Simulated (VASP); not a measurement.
# V3F (Fm-3m) in VASP: notebook

Runs on V3F. Level: PBE. Tasks: single point.

Everything below comes from runs of VASP 6.6.1. Logs are shortened: lines on timing, memory, paths and dates and some standing lists are left out, and cuts for length are marked.

### 1 The cell of the first run

It takes space group Fm-3m (No. 225, cubic). Conventional cell: a = 5.913 Å, b = 5.913 Å, c = 5.913 Å, α = 90.00°, β = 90.00°, γ = 90.00°. Within 3.4 Å of V (site symmetry m-3m) lie 8 V at 2.56 Å and 6 F at 2.96 Å. Within 3.4 Å of V (site symmetry -43m) lie 10 V at 2.56 to 2.96 Å and 4 F at 2.56 Å. F (site symmetry m-3m) has 14 V at 2.56 to 2.96 Å within 3.4 Å.

The cell was generated, and may not be a known phase.

### 2 Single point, PBE, collinear spin, ferromagnetic start

Input file INCAR:

```
PREC     = Accurate       # precision mode
ENCUT    = 520            # plane-wave cutoff, eV
EDIFF    = 1E-7           # SCF threshold, eV
ISMEAR   = 0              # smearing method
SIGMA    = 0.1            # smearing width, eV
LREAL    = False          # projectors in reciprocal space
LASPH    = True           # aspherical terms in the spheres
NELM     = 150            # most SCF steps
ALGO     = Normal         # electronic algorithm
ISIF     = 2              # what is computed and relaxed
LWAVE    = False          # write WAVECAR
LCHARG   = True           # write CHGCAR
ISPIN    = 2              # spin polarisation
MAGMOM   = 2 2 2 0        # initial moments
LORBIT   = 11             # projections on sites
LMAXMIX  = 4              # l up to which the mixer works
GGA      = PE             # functional
LELF     = True           # ELF
LVHAR    = True         
NBANDS   = 35             # bands
```

Input file KPOINTS:

```
regular mesh
0
Gamma
  6 6 6
```

Input file POSCAR:

```
V3F
1.0
    0.0000000000      2.9566214238      2.9566214238
    2.9566214238      0.0000000000      2.9566214238
    2.9566214238      2.9566214238      0.0000000000
V F
3 1
Direct
    0.5000000000      0.5000000000      0.5000000000
    0.2500000000      0.2500000000      0.2500000000
    0.7500000000      0.7500000000      0.7500000000
    0.0000000000      0.0000000000      0.0000000000
```

Potentials or basis: VASP PAW PBE potentials, release 64 (V_sv, F).

Started as:

```
> cat potpaw_PBE.64/V_sv/POTCAR potpaw_PBE.64/F/POTCAR > POTCAR
> mpirun -np 1 vasp_std > vasp.out
```

OUTCAR:

```text
PREC = Accurate
   ENCUT = 520
   EDIFF = 1E-7
   ISMEAR = 0
   LREAL = False
   LASPH = True
   NELM = 150
   ISIF = 2
   ISPIN = 2
   LORBIT = 11
   GGA = PE

 ion  position               nearest neighbor table
   1  0.500  0.500  0.500-   2 2.56   3 2.56   2 2.56   2 2.56   2 2.56   3 2.56   3 2.56   3 2.56

   2  0.250  0.250  0.250-   1 2.56   1 2.56   1 2.56   1 2.56
   3  0.750  0.750  0.750-   1 2.56   1 2.56   1 2.56   1 2.56
   4  0.000  0.000  0.000-

  LATTYP: Found a face centered cubic cell.
 ALAT       =     5.9132428476

  Lattice vectors:

 A1 = (   0.0000000000,   2.9566214238,   2.9566214238)
 A2 = (   2.9566214238,   0.0000000000,   2.9566214238)
 A3 = (   2.9566214238,   2.9566214238,   0.0000000000)

Analysis of symmetry for initial positions (statically):
=====================================================================
 Subroutine PRICEL returns:
 Original cell was already a primitive cell.

 Routine SETGRP: Setting up the symmetry group for a
 face centered cubic supercell.

 Subroutine GETGRP returns: Found 48 space group operations
 (whereof 48 operations were pure point group operations)
 out of a pool of 48 trial point group operations.

The static configuration has the point symmetry O_h .

Analysis of symmetry for dynamics (positions and initial velocities):
=====================================================================
 Subroutine PRICEL returns:
 Original cell was already a primitive cell.

 Routine SETGRP: Setting up the symmetry group for a
 face centered cubic supercell.

 Subroutine GETGRP returns: Found 48 space group operations
 (whereof 48 operations were pure point group operations)
 out of a pool of 48 trial point group operations.

The dynamic configuration has the point symmetry O_h .

Analysis of structural, dynamic, and magnetic symmetry:
=====================================================================
 Subroutine PRICEL returns:
 Original cell was already a primitive cell.

 Routine SETGRP: Setting up the symmetry group for a
 face centered cubic supercell.

 Subroutine GETGRP returns: Found 48 space group operations
 (whereof 48 operations were pure point group operations)
 out of a pool of 48 trial point group operations.

The overall configuration has the point symmetry O_h .

 Subroutine INISYM returns: Found 48 space group operations
 (whereof 48 operations are pure point group operations),
 and found     1 'primitive' translations

----------------------------------------------------------------------------------------

                                     Primitive cell

  volume of cell :      51.6913

  direct lattice vectors                    reciprocal lattice vectors
     0.000000000  2.956621424  2.956621424    -0.169111945  0.169111945  0.169111945
     2.956621424  0.000000000  2.956621424     0.169111945 -0.169111945  0.169111945
     2.956621424  2.956621424  0.000000000     0.169111945  0.169111945 -0.169111945

  length of vectors
     4.181294116  4.181294116  4.181294116     0.292910481  0.292910481  0.292910481

  position of ions in fractional coordinates (direct lattice)
     0.500000000  0.500000000  0.500000000
     0.250000000  0.250000000  0.250000000
     0.750000000  0.750000000  0.750000000
     0.000000000  0.000000000  0.000000000

  ion indices of the primitive-cell ions
   primitive index   ion index
                 1           1
                 2           2
                 3           3
                 4           4

----------------------------------------------------------------------------------------

 KPOINTS: regular mesh

Automatic generation of k-mesh.
 Grid dimensions read from file:
 generate k-points for:    6    6    6

 Generating k-lattice:

  Cartesian coordinates                     Fractional coordinates (reciprocal lattice)
    -0.028185324  0.028185324  0.028185324     0.166666667  0.000000000  0.000000000
     0.028185324 -0.028185324  0.028185324     0.000000000  0.166666667  0.000000000
     0.028185324  0.028185324 -0.028185324     0.000000000  0.000000000  0.166666667

  Length of vectors
     0.048818414  0.048818414  0.048818414

  Shift w.r.t. Gamma in fractional coordinates (k-lattice)
     0.000000000  0.000000000  0.000000000

 Subroutine IBZKPT returns following result:
 ===========================================

 Found     16 irreducible k-points:

 Following reciprocal coordinates:
            Coordinates               Weight
  0.000000  0.000000  0.000000      1.000000
  0.166667  0.000000  0.000000      8.000000
  0.333333  0.000000  0.000000      8.000000
  0.500000  0.000000  0.000000      4.000000
  0.166667  0.166667  0.000000      6.000000
  0.333333  0.166667  0.000000     24.000000
[... 8 lines left out ...]
 -0.333333  0.333333  0.166667     24.000000
 -0.333333  0.500000  0.166667     12.000000
   k-points           NKPTS =     16   k-points in BZ     NKDIM =     16   number of bands    NBANDS=     35
   number of dos      NEDOS =    301   number of ions     NIONS =      4
   total plane-waves  NPLWV =  32768
   dimension x,y,z NGX =    32 NGY =   32 NGZ =   32
   dimension x,y,z NGXF=    64 NGYF=   64 NGZF=   64
   ions per type =               3   1
   NGX,Y,Z   is equivalent  to a cutoff of  12.72, 12.72, 12.72 a.u.
   NGXF,Y,Z  is equivalent  to a cutoff of  25.45, 25.45, 25.45 a.u.
 SYSTEM =  unknown system
   PREC   = accura    normal or accurate (medium, high low for compatibility)
   ISTART =      0    job   : 0-new  1-cont  2-samecut
   ICHARG =      2    charge: 1-file 2-atom 10-const
   ISPIN  =      2    spin polarized calculation?
   LNONCOLLINEAR =      F non collinear calculations
   LSORBIT =      F    spin-orbit coupling
   LASPH  =      T    aspherical Exc in radial PAW
   ENCUT  =  520.0 eV  38.22 Ry    6.18 a.u.   7.77  7.77  7.77*2*pi/ulx,y,z
   NELM   =    150;   NELMIN=  2; NELMDL= -5     # of ELM steps
   EDIFF  = 0.1E-06   stopping-criterion for ELM
   LREAL  =      F    real-space projection
   EDIFFG = 0.1E-05   stopping-criterion for IOM
   NSW    =      0    number of steps for IOM
   IBRION =     -1    ionic relax: 0-MD 1-quasi-New 2-CG
   NFREE  =      0    steps in history (QN), initial steepest desc. (CG)
   ISIF   =      2    stress and relaxation
   ISYM   =      2    0-nonsym 1-usesym 2-fastsym
   POTIM  = 0.5000    time-step for ionic-motion
   TEBEG  =    0.0;   TEEND  =   0.0 temperature during run
   PSTRESS=    0.0 pullay stress
   NELECT =      46.0000    total number of electrons
   NUPDOWN=      -1.0000    fix difference up-down
   EMIN   =  10.00;   EMAX   =-10.00  energy-range for DOS
   EFERMI =   0.00;   METHOD = LEGACY
   ISMEAR =     0;   SIGMA  =   0.10  broadening in eV -4-tet -1-fermi 0-gaus
   EFERMI_NEDOS =   21; number of points for ismear=-14 and -15
   IALGO  =     38    algorithm
   IMIX   =      4    mixing-type and parameters
     AMIX     =   0.40;   BMIX     =  1.00
     AMIX_MAG =   1.60;   BMIX_MAG =  1.00
  volume/ion in A,a.u.               =      12.92        87.21
  Fermi-wavevector in a.u.,A,eV,Ry     =   1.574666  2.975687 33.736630  2.479572
  Thomas-Fermi vector in A             =   2.675766
   LORBIT       =     11    0 simple, 1 ext, 2 COOP (PROOUT), +10 PAW based schemes
   GGA     = PE    functional components
   LHFCALC =     F    Hartree Fock is set to
   AEXX    =    0.0000 exact exchange contribution
   IVDW    =     0    specifies the selected vdW correction
   LEPSILON=     F    determine dielectric tensor
   LRPA    =     F    only Hartree local field effects (RPA)
 spin polarized calculation
 Gauss-broadening in eV      SIGMA  =   0.10
  energy-cutoff  :      520.00
  volume of cell :       51.69
 maximum number of plane-waves:      1411
   NGX = 15   NGY = 15   NGZ = 15

 number of electron      45.9999980 magnetization       0.9359916

 Free energy of the ion-electron system (eV)
  ---------------------------------------------------
  ext. energy  EPLUGINS =         0.00000000
  ---------------------------------------------------
  free energy    TOTEN  =       -27.47617168 eV

  energy without entropy =      -27.44951113  energy(sigma->0) =      -27.46284141

 E-fermi :   8.4830     XC(G=0): -12.2374

 val. band max:        8.4762609147   @ k =  -0.3333   0.1667   0.0000
 cond. band min:       8.5076727247   @ k =  -0.3333   0.3333   0.1667
 fundamental gap:      0.0314118100
 Fermi energy:         8.4830343220

 spin component 1

 k-point     1 :       0.0000    0.0000    0.0000
  band No.  band energies     occupation
      1     -55.7909      1.00000
      2     -55.7170      1.00000
      3     -54.7710      1.00000
      4     -29.6870      1.00000
      5     -29.6870      1.00000
      6     -29.6870      1.00000
[... 27 lines left out ...]
     34      17.3894      0.00000
     35      17.3894      0.00000
[... 538 lines left out ...]
      4     -29.8312      1.00000
      5     -29.7531      1.00000
      6     -29.7188      1.00000
[... 27 lines left out ...]
     34      12.6670      0.00000
     35      12.9807      0.00000
 Fermi energy:         8.4830343220

 spin component 2

 k-point     1 :       0.0000    0.0000    0.0000
  band No.  band energies     occupation
      1     -55.3922      1.00000
      2     -55.2974      1.00000
      3     -54.8635      1.00000
      4     -29.2730      1.00000
      5     -29.2730      1.00000
      6     -29.2730      1.00000
[... 27 lines left out ...]
     34      17.4781      0.00000
     35      17.4781      0.00000
[... 539 lines left out ...]
      5     -29.4117      1.00000
      6     -29.3055      1.00000
[... 27 lines left out ...]
     34      12.9010      0.00000
     35      13.1797      0.00000

------------------------ aborting loop because EDIFF is reached ----------------------------------------

  FORCE on cell =-STRESS in cart. coord.  units (eV):
  Direction    XX          YY          ZZ          XY          YZ          ZX
  --------------------------------------------------------------------------------------
  -------------------------------------------------------------------------------------
  Total        0.0696892      0.0696892      0.0696892     -0.0000000     -0.0000000      0.0000000
  in kB        2.1600264      2.1600264      2.1600264     -0.0000000     -0.0000000      0.0000000
  external PRESSURE =       2.1600264 kB  Pullay stress =       0.0000000 kB

 VOLUME and BASIS-vectors are now :
 -----------------------------------------------------------------------------
  energy-cutoff  :      520.00
  volume of cell :       51.69
      direct lattice vectors                 reciprocal lattice vectors
     0.000000000  2.956621424  2.956621424    -0.169111945  0.169111945  0.169111945
     2.956621424  0.000000000  2.956621424     0.169111945 -0.169111945  0.169111945
     2.956621424  2.956621424  0.000000000     0.169111945  0.169111945 -0.169111945

 POSITION                                       TOTAL-FORCE (eV/Angst)
 -----------------------------------------------------------------------------------
      2.95662      2.95662      2.95662         0.000000      0.000000      0.000000
      1.47831      1.47831      1.47831         0.000000      0.000000     -0.000000
      4.43493      4.43493      4.43493        -0.000000     -0.000000      0.000000
      0.00000      0.00000      0.00000         0.000000      0.000000      0.000000
 -----------------------------------------------------------------------------------
    total drift:                               -0.000000     -0.000000      0.000000

  FREE ENERGIE OF THE ION-ELECTRON SYSTEM (eV)
  ---------------------------------------------------
  free  energy   TOTEN  =       -27.4761716811 eV

  energy  without entropy=      -27.4495111320  energy(sigma->0) =      -27.46284141

 total charge

# of ion       s       p       d       tot
------------------------------------------
    1        2.406   6.118   3.296  11.820
    2        2.304   6.124   3.085  11.513
    3        2.304   6.124   3.085  11.513
    4        1.780   4.223   0.000   6.003
--------------------------------------------------
tot          8.794  22.589   9.467  40.850

 magnetization (x)

# of ion       s       p       d       tot
------------------------------------------
    1       -0.008   0.035  -0.126  -0.098
    2        0.007   0.006   0.420   0.433
    3        0.007   0.006   0.420   0.433
    4        0.001   0.044   0.000   0.045
--------------------------------------------------
tot          0.007   0.092   0.715   0.813
```

Run time: 58 s. Hardware: 1 thread of AMD EPYC 9R14 (Zen 4), shared host; peak memory 0.19 GiB.

Results:

- Free energy: -27.4762 eV
- Pressure: 0.2 GPa
- Net moment: 0.94 μB per cell
- Site moments: V -0.10, +0.43 (each value once); F +0.04 μB
- Valence electrons inside the program's atomic spheres: V 11.82, 11.51 (each value once); F 6.00

Caveat: a moment this small can come from the mesh or the smearing.

(Part 1 of 2 ends here.)
